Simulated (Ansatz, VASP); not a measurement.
# Cu3N: VASP beside Ansatz

```xyz
4
Lattice="3.8584 0.0000 0.0000 0.0000 3.8584 0.0000 0.0000 0.0000 3.8584" Properties=species:S:1:pos:R:3 pbc="T T T"
Cu    1.9292    0.0000    0.0000
Cu    0.0000    1.9292    0.0000
Cu    0.0000    0.0000    1.9292
N     0.0000    0.0000    0.0000
```

Alike in both runs: task single point; functional r2SCAN; k mesh 7 × 7 × 7; no spin polarisation.

|  | VASP | Ansatz |
| --- | --- | --- |
| version | VASP 6.6.1 | Ansatz 0.2.0 |
| potentials or method | VASP PAW PBE potentials, release 64 (Cu, N), cutoff 660 eV | PAW plane waves |
| occupations | fermi-dirac, width 0.1 eV | fermi-dirac |
| valence electrons in the cell | 38 | 62 |

Ansatz gave:

```
pressure (GPa) : -6.4
```

Problem. What did VASP give for the same quantities?

Solution. Pressure (GPa): -5.8.

VASP's potentials were made for PBE, not for r2SCAN. VASP's potentials hold 38 valence electrons a cell and Ansatz's 62, so a difference there can come from the potentials and not from the codes.
